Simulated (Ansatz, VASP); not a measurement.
# One calculation of Hf, two programs

```
CELL_PARAMETERS angstrom
3.15892 0.00000 0.00000
0.00000 4.99859 0.00000
0.00000 0.00000 19.64760
ATOMIC_POSITIONS crystal
Hf 0.00000 0.75000 0.41497
Hf 0.50000 0.25000 0.45688
Hf 0.50000 0.75000 0.54312
Hf 0.00000 0.25000 0.58503
```

Alike in both runs: functional PBEsol; k mesh 10 × 7 × 1; occupations fermi-dirac, width 0.05 eV; no spin polarisation.

Ansatz relaxed the structure, and its values are those at the end. VASP's run is a single point on that final structure, the one shown.

|  | VASP | Ansatz |
| --- | --- | --- |
| version | VASP 6.6.1 | Ansatz 0.2.0 |
| potentials or method | VASP PAW PBE potentials, release 64 (Hf_pv), cutoff 520 eV | all-electron LAPW, scalar-relativistic |

```tsv
	VASP	Ansatz	Ansatz less VASP
rms of the force components (eV/Å)	0.026	0.000	-0.0259
```

VASP's potentials were made for PBE, not for PBEsol. Ansatz ran all-electron here, and VASP with PAW potentials.

Spin-orbit coupling is off throughout.
